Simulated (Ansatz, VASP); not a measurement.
## Two plane-wave programs on BaHfO3

File POSCAR:

```
BaHfO3
1.0
    4.1770587708      0.0000000000      0.0000000000
    0.0000000000      4.1770587708      0.0000000000
    0.0000000000      0.0000000000      4.1770587708
Ba Hf O
1 1 3
Direct
    0.0000000000      0.0000000000      0.0000000000
    0.5000000000      0.5000000000      0.5000000000
    0.5000000000      0.5000000000      0.0000000000
    0.5000000000      0.0000000000      0.5000000000
    0.0000000000      0.5000000000      0.5000000000
```

File INCAR.step1:

```
SYSTEM = BaHfO3
PREC = Accurate
ENCUT = 520
ISMEAR = 0
SIGMA = 0.01
LREAL = .FALSE.
LASPH = .TRUE.
NELM = 80
NBANDS = 27
GGA = PE
ALGO = Normal
EDIFF = 1E-4
LWAVE = .TRUE.
LCHARG = .FALSE.
```

File INCAR.step2:

```
SYSTEM = BaHfO3
PREC = Accurate
ENCUT = 520
EDIFF = 1E-6
ISMEAR = 0
SIGMA = 0.01
LREAL = .FALSE.
LASPH = .TRUE.
NELM = 80
ALGO = Normal
ISIF = 2
LWAVE = .FALSE.
LCHARG = .TRUE.
METAGGA = R2SCAN
LMIXTAU = .TRUE.
LELF = .TRUE.
LVHAR = .TRUE.
NBANDS = 27
ISTART = 1
```

File KPOINTS:

```
regular mesh
0
G
  6 6 6
  0 0 0
```

Input for Ansatz:

```yaml
crystal:
  lattice:
    - [4.1770587708, 0.0, 0.0]
    - [0.0, 4.1770587708, 0.0]
    - [0.0, 0.0, 4.1770587708]
  atoms:
    - { symbol: Ba, position: [0.0, 0.0, 0.0] }
    - { symbol: Hf, position: [0.5, 0.5, 0.5] }
    - { symbol: O, position: [0.5, 0.5, 0.0] }
    - { symbol: O, position: [0.5, 0.0, 0.5] }
    - { symbol: O, position: [0.0, 0.5, 0.5] }
kpoints:
  mp_grid: { grid: [6, 6, 6] }
  band_path:
    path: [[0.0, 0.0, 0.0], [0.0, 0.5, 0.0], [0.5, 0.5, 0.0], [0.5, 0.5, 0.5]]
    npoints: 1
hamiltonian:
  xc: r2scan
scf:
  occupations: { method: fixed }
  n_extra_bands: 5
output:
  forces: true
  stress: true
  eigenvalues: true
```

Alike in both runs: task single point; functional r2SCAN; k mesh 6 × 6 × 6; no spin polarisation.

```csv
,VASP,Ansatz
version,VASP 6.6.1,Ansatz 0.2.0
potentials or method,"VASP PAW PBE potentials, release 64 (Ba_sv, Hf_pv, O)","plane waves, PAW"
plane-wave cutoff (eV),520,500
occupations,"gaussian, width 0.01 eV",fixed
valence electrons in the cell,38,54
```

```csv
,VASP,Ansatz,Ansatz less VASP
gap on the k mesh at the Fermi level (eV),4.11,4.19,+0.084
pressure (GPa),-0.7,0.0,+0.74
```

VASP's potentials were made for PBE, not for r2SCAN. VASP's potentials hold 38 valence electrons a cell and Ansatz's 54, so a difference there can come from the potentials and not from the codes.

Neither program's run includes spin-orbit coupling.
